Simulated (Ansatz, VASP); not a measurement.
## One calculation of MgS, two programs

```
S Mg
1.0
     0.06241    2.57773    2.60848
     2.65787    0.06122    2.60966
     2.69372    2.61476    0.02538
S Mg
1 1
Cartesian
  2.7070 2.6269 2.6218
  0.0000 0.0000 0.0000
```

Change from the starting cell: cell strained at random at fixed volume.

Alike in both runs: task single point; functional revPBE; dispersion D4; k mesh 7 × 7 × 7; occupations methfessel-paxton of order 1, width 0.1 eV; no spin polarisation.

|  | VASP | Ansatz |
| --- | --- | --- |
| version | VASP 6.6.1 | Ansatz 0.2.0 |
| potentials or method | VASP PAW PBE potentials, release 64 (S, Mg) | PseudoDojo standard (LDA files) |
| plane-wave cutoff (eV) | 520 | 1143 |
| valence electrons in the cell | 8 | 16 |

Ansatz gave:

```
gap on the k mesh at the Fermi level (eV)                     : 2.98
least direct gap on the mesh (eV)                             : 3.67
pressure (GPa)                                                : -2.8
traceless stress, the component that is largest in VASP (GPa) : -2.08
```

Problem. What did VASP give for the same quantities?

Solution. gap on the k mesh at the Fermi level (eV): 2.85; least direct gap on the mesh (eV): 3.62; pressure (GPa): -2.6; traceless stress, the component that is largest in VASP (GPa): -2.07.

VASP's potentials were made for PBE, not for revPBE. VASP's potentials hold 8 valence electrons a cell and Ansatz's 16, so a difference there can come from the potentials and not from the codes.

Noted on Ansatz's run: the potentials were made for another functional, which shifts forces and pressure; odd divisions of the mesh miss points on the zone boundary, where band edges often lie, so the gap on the mesh can be too wide.
